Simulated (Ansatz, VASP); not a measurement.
TePb in VASP and in Ansatz

```
CELL_PARAMETERS angstrom
3.76624 0.00000 0.00000
0.00000 3.76624 0.00000
0.00000 0.00000 3.76624
ATOMIC_POSITIONS crystal
Te 0.50000 0.50000 0.50000
Pb 0.00000 0.00000 0.00000
```

Alike in both runs: task single point; functional r2SCAN; k mesh 10 × 10 × 10; occupations gaussian, width 0.05 eV; no spin polarisation.

```csv
,VASP,Ansatz
version,VASP 6.6.1,Ansatz 0.2.0
potentials or method,"VASP PAW PBE potentials, release 64 (Te, Pb_d), cutoff 520 eV","scalar-relativistic, plane waves, PAW"
valence electrons in the cell,20,30
```

Ansatz gave:

```
gap on the k mesh at the Fermi level (eV) : none
pressure (GPa)                            : 10.5
```

Q: Which values does VASP return?

A: gap on the k mesh at the Fermi level (eV): none; pressure (GPa): 10.6.

VASP's potentials were made for PBE, not for r2SCAN. A gap of «none» marks a metal or a gap that the smearing closes. With one functional, cell and mesh, what is left measures potentials, basis and numerics. VASP's potentials hold 20 valence electrons a cell and Ansatz's 30, so a difference there can come from the potentials and not from the codes.

Spin-orbit coupling is off throughout.
